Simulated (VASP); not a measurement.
Set up this calculation in VASP 6.6.1, as the native input.

- Task: relaxation of shape and atoms at fixed volume
- Functional: PBE
- Potentials or basis: VASP PAW PBE potentials, release 64 (Co)
- Cutoff: 600 eV
- k mesh: 18 × 18 × 10
- Occupations: gaussian, width 0.1 eV
- Spin: collinear spin, ferromagnetic start
- Starting moments: [1.84, 1.84] μB
- Dipole correction: no
- Further INCAR settings: ALGO = Fast; EDIFF = 1e-06; IBRION = 2; EDIFFG = -0.01; NSW = 50; ISIF = 4

The structure of Co lies in POSCAR:

```
Co
1.0
    2.4162460154      0.0000000000      0.0000000000
   -1.2081230077      2.0925304312      0.0000000000
    0.0000000000      0.0000000000      3.9049372656
Co
2
Direct
    0.6666666667      0.3333333333      0.2500000000
    0.3333333333      0.6666666667      0.7500000000
```

These files were run (other wordings do the same):

INCAR

```
PREC     = Accurate       # precision mode
ENCUT    = 600            # plane-wave cutoff, eV
EDIFF    = 1E-6           # SCF threshold, eV
ISMEAR   = 0              # smearing method
SIGMA    = 0.1            # smearing width, eV
LREAL    = False          # projectors in reciprocal space
LASPH    = True           # aspherical terms in the spheres
NELM     = 150            # most SCF steps
ALGO     = Fast           # electronic algorithm
ISIF     = 4              # what is computed and relaxed
LWAVE    = False          # write WAVECAR
LCHARG   = False          # write CHGCAR
ISPIN    = 2              # spin polarisation
MAGMOM   = 1.84 1.84      # initial moments
LORBIT   = 11             # projections on sites
LMAXMIX  = 4              # l up to which the mixer works
GGA      = PE             # functional
IBRION   = 2              # ionic algorithm
NSW      = 50             # ionic steps
EDIFFG   = -0.01          # ionic threshold
```

KPOINTS

```
regular mesh
0
Gamma
  18 18 10
```

Potentials or basis: VASP PAW PBE potentials, release 64 (Co).

Run with:

```console
$ cat potpaw_PBE.64/Co/POTCAR > POTCAR
$ mpirun -np 1 vasp_std > vasp.out
```

Results of the run:

```
Energy gained by relaxing                             : 0.0 meV/atom
Ionic steps                                           : 2
Pressure after relaxing                               : 24.3 GPa
Net moment                                            : 3.09 μB per cell
Site moments                                          : Co +1.54 μB
Valence electrons inside the program's atomic spheres : Co 8.47
```

Wall time 91 s on 1 thread of AMD EPYC 9R45 96-Core Processor (Zen 5) (shared host), peak memory 0.21 GiB.
